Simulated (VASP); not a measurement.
Runs of VASP 6.6.1 on Ir. The structure is that of space group Im-3m (No. 229), or close to it. The cells are those of the table. 

| task | cell | k mesh | cutoff (eV) | gap on the mesh (eV) | pressure (GPa) |
| --- | --- | --- | --- | --- | --- |
| single point | a = 2.848 Å, angles 109.5°, 1 atom | 16 × 16 × 16 | 520 | none | -20.2 |
| single point | a = 2.667 Å, angles 109.5°, 1 atom | 16 × 16 × 16 | 520 | none | (a) |
| single point | a = 2.778 Å, angles 109.5°, 1 atom | 16 × 16 × 16 | 520 | none | (b) |
| relaxation of cell and atoms | relaxed from a = 2.639 Å, angles 109.5°, 1 atom | 14 × 14 × 14 | 600 | none | 0.1 |
| single point | a = 2.742 Å, angles 109.5°, 1 atom | 14 × 14 × 14 | 520 | none | 2.0 |
| single point | a = 2.705 Å, angles 109.5°, 1 atom | 16 × 16 × 16 | 520 | none | 14.1 |
| single point | a = 2.814 Å, angles 109.5°, 1 atom | 16 × 16 × 16 | 520 | none | -14.5 |

Alike in all rows: level BLYP; potentials or basis VASP PAW PBE potentials, release 64 (Ir); no spin polarisation; smearing fermi-dirac 0.1 eV.

Question: Fill in the values left out.

Answer: (a) 29.5; (b) -7.3.

Caveats: the PAW data sets were made with another functional, which shifts forces and pressure a little; spin-orbit coupling is left out, which moves the levels of the heavy elements.

A k mesh can miss the band edges, and the runs leave out spin-orbit coupling on Ir.

A gap of «none» marks levels without a gap at the run's occupations.
